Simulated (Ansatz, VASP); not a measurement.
**Two plane-wave programs on Mo**

```
Mo
1.0
    -1.44532    1.44532    1.50816
     1.44532   -1.44532    1.50816
     1.44532    1.44532   -1.50816
Mo
1
Direct
  0.00000 0.00000 0.00000
```

Change from the starting cell: strain -0.080 along x and y, -0.040 along z, atoms carried along.

Alike in both runs: task single point; functional PBEsol; k mesh 22 × 22 × 22; occupations gaussian, width 0.15 eV; no spin polarisation.

```csv
,VASP,Ansatz
version,VASP 6.6.1,Ansatz 0.2.0
potentials or method,"VASP PAW PBE potentials, release 64 (Mo_sv), cutoff 520 eV","scalar-relativistic, plane waves, PAW"
valence electrons in the cell,14,14
```

|  | VASP | Ansatz | Ansatz less VASP |
| --- | --- | --- | --- |
| gap on the k mesh at the Fermi level (eV) | none | none | - |
| pressure (GPa) | 83.3 | 81.8 | -1.43 |
| traceless stress, the component that is largest in VASP (GPa) | -13.54 | -13.54 | -0.004 |

VASP's potentials were made for PBE, not for PBEsol. A gap of «none» marks a metal or a gap that the smearing closes. Both programs put the cell under a high pressure, so it lies far from rest at this level.

Noted on VASP's run: the cell as given lies far from equilibrium.
